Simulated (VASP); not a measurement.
# LiAl16O24 (a cell with a defect): single point with PBE+D3(BJ)

The system is LiAl16O24 (a cell with a defect).

```
Al O Li
1.0
    -4.74740   -2.74091    4.31807
     4.74740   -2.74091    4.31807
     0.00000    5.48182    4.31807
Al O Li
16 24 1
Direct
  0.35329 0.35118 0.35310
  0.14866 0.14837 0.14730
  0.64820 0.64751 0.64691
  0.85279 0.85033 0.85275
  0.83604 0.83481 0.33541
  0.64068 0.63920 0.13991
  0.16527 0.16398 0.66460
  0.36087 0.35940 0.86011
  0.85381 0.35189 0.85183
  0.64804 0.14724 0.64899
  0.14762 0.64681 0.14816
  0.35348 0.85138 0.35097
  0.35256 0.85246 0.85253
  0.14975 0.64659 0.64796
  0.64890 0.14627 0.14746
  0.85176 0.35203 0.35212
  0.60213 0.40257 0.75042
  0.74343 0.59269 0.40100
  0.40336 0.75174 0.59572
  0.39935 0.59614 0.24957
  0.25801 0.40598 0.59898
  0.59813 0.24697 0.40429
  0.09639 0.91036 0.74661
  0.24734 0.09495 0.41106
  0.91179 0.24588 0.59564
  0.90510 0.08830 0.25344
  0.75417 0.90369 0.58898
  0.08969 0.75269 0.40436
  0.09646 0.40194 0.25239
  0.25115 0.60072 0.90321
  0.90170 0.74204 0.09339
  0.90501 0.59672 0.74762
  0.75032 0.39792 0.09678
  0.09973 0.25662 0.90664
  0.59409 0.90039 0.24273
  0.75313 0.09506 0.90262
  0.40397 0.24979 0.10143
  0.40736 0.09837 0.75728
  0.24833 0.90363 0.09740
  0.59751 0.74894 0.89861
  0.00109 0.99894 0.50001
```

| Quantity | Value |
| --- | --- |
| Program | VASP 6.6.1 |
| Task | single point |
| Functional | PBE |
| Dispersion | D3(BJ) |
| Potentials or basis | VASP PAW PBE potentials, release 64 (Al, O, Li_sv) |
| Cutoff | 520 eV |
| k mesh | 1 × 1 × 1 |
| Occupations | fermi-dirac, width 0.02 eV |
| Spin | no spin polarisation |
| Dipole correction | no |
| Charge | 1 |
| Further INCAR settings | LREAL = Auto; ALGO = Normal; EDIFF = 1e-06; NBANDS = 124; NELECT = 194.0 |

```
Largest force              : 0.043 eV/Å
Dispersion energy per atom : -0.247 eV
```

Forces in eV/Å, atoms in the order of the input:
```
Al   0.001  0.005  0.042
Al   0.001 -0.027 -0.002
Al   0.002 -0.002 -0.043
Al  -0.001  0.026  0.000
Al  -0.008  0.001 -0.024
Al   0.002  0.001 -0.008
Al  -0.003 -0.002  0.027
Al   0.001 -0.002  0.005
Al  -0.007 -0.001  0.043
Al   0.026  0.013  0.000
Al   0.004  0.001 -0.043
Al  -0.023 -0.014  0.001
Al   0.003 -0.002  0.042
Al  -0.028  0.012 -0.002
Al  -0.006  0.003 -0.041
Al   0.026 -0.015 -0.002
O    0.006  0.013 -0.026
O    0.002  0.007  0.016
O    0.017 -0.021 -0.015
O   -0.013 -0.009  0.022
O    0.002 -0.006 -0.014
O   -0.019  0.021  0.012
O   -0.009  0.023 -0.025
O   -0.015 -0.023 -0.025
O    0.026  0.000 -0.025
O    0.012 -0.022  0.026
O    0.013  0.021  0.024
O   -0.024  0.003  0.025
O    0.010  0.028 -0.013
O   -0.017  0.006 -0.022
O   -0.006 -0.008  0.015
O   -0.010 -0.027  0.014
O    0.015 -0.005  0.027
O    0.007  0.006 -0.012
O    0.008 -0.003  0.012
O   -0.026 -0.006 -0.013
O    0.001 -0.017 -0.027
O   -0.007  0.005 -0.014
O    0.028  0.005  0.014
O   -0.007  0.015  0.027
Li   0.013 -0.001  0.001
```

Levels at points of the mesh, in eV from the Fermi level:
```
           k point  band 95  band 96  band 97  band 98  band 99  band 100
(0.00, 0.00, 0.00)    -0.63    -0.63    -0.55     5.80     8.40      8.88
```

It took 57 s on 1 thread of Intel(R) Xeon(R) Platinum 8488C (Sapphire Rapids), with other jobs on the host, peak memory 0.36 GiB.

Caveat: the k points lie up to 0.91 Å⁻¹ apart, too coarse for converged energies, forces and pressures; the cell carries a net charge on a neutralising background, which shifts energy and pressure; the cell is charged against a uniform background, so pressure and absolute levels hang on convention.
